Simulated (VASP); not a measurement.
Write the native input for VASP 6.6.1 that does the following.

* Task: single point
* Functional: r2SCAN
* Potentials or basis: VASP PAW PBE potentials, release 64 (Ga_d, N)
* Cutoff: 520 eV
* k mesh: 12 × 12 × 12
* Occupations: gaussian, width 0.05 eV
* Spin: no spin polarisation
* Dipole correction: no
* Further INCAR settings: ALGO = Normal; EDIFF = 1e-06; NBANDS = 16

Crystal: GaN.

```
Ga N
1.0
     0.00000    2.10079    2.20583
     2.10079    0.00000    2.20583
     2.10079    2.10079    0.00000
Ga N
1 1
Cartesian
  0.0000 0.0000 0.0000
  2.1008 2.1008 2.2058
```

This cell differs from its parent crystal: ratio of the length along z to the lengths across it x 1.05, volume and fractional coordinates fixed.

The input as run:

POSCAR

```
GaN
1.0
    0.0000000000      2.1007897024      2.2058291876
    2.1007897024      0.0000000000      2.2058291876
    2.1007897024      2.1007897024      0.0000000000
Ga N
1 1
Direct
    0.0000000000      0.0000000000      0.0000000000
    0.5000000000      0.5000000000      0.5000000000
```

INCAR.step1

```
  ALGO = Normal
  EDIFF = 1E-4
  ENCUT = 520
  GGA = PE
  ISMEAR = 0
  LASPH = True
  LCHARG = False
  LREAL = False
  LWAVE = True
  NBANDS = 16
  NELM = 100
  PREC = Accurate
  SIGMA = 0.05
```

INCAR.step2

```
  ALGO = Normal
  EDIFF = 1E-6
  ENCUT = 520
  ISIF = 2
  ISMEAR = 0
  ISTART = 1
  LASPH = True
  LCHARG = True
  LELF = True
  LMIXTAU = True
  LREAL = False
  LVHAR = True
  LWAVE = False
  METAGGA = R2SCAN
  NBANDS = 16
  NELM = 100
  PREC = Accurate
  SIGMA = 0.05
```

KPOINTS

```
k-points
0
Gamma
  12 12 12
```

Potentials or basis: VASP PAW PBE potentials, release 64 (Ga_d, N).

Command:

```console
$ cat potpaw_PBE.64/Ga_d/POTCAR potpaw_PBE.64/N/POTCAR > POTCAR
$ cp INCAR.step1 INCAR
$ mpirun -np 1 vasp_std > vasp.out
$ cp INCAR.step2 INCAR
$ mpirun -np 1 vasp_std > vasp.out
```

Results of the run:

```json
{"Pressure": "-6.6 GPa", "Band gap on the k mesh": "0.72 eV (least direct gap 2.67 eV)"}
```

Caveat: the stress differs along the axes, from -11 to -4 GPa; semilocal functionals underestimate gaps, and a narrow one can read as zero; the PAW data sets were made with another functional, which shifts forces and pressure a little.

Run time: 4.2 min on 1 thread of Intel Xeon 8259CL, on a shared host, peak memory 0.18 GiB.
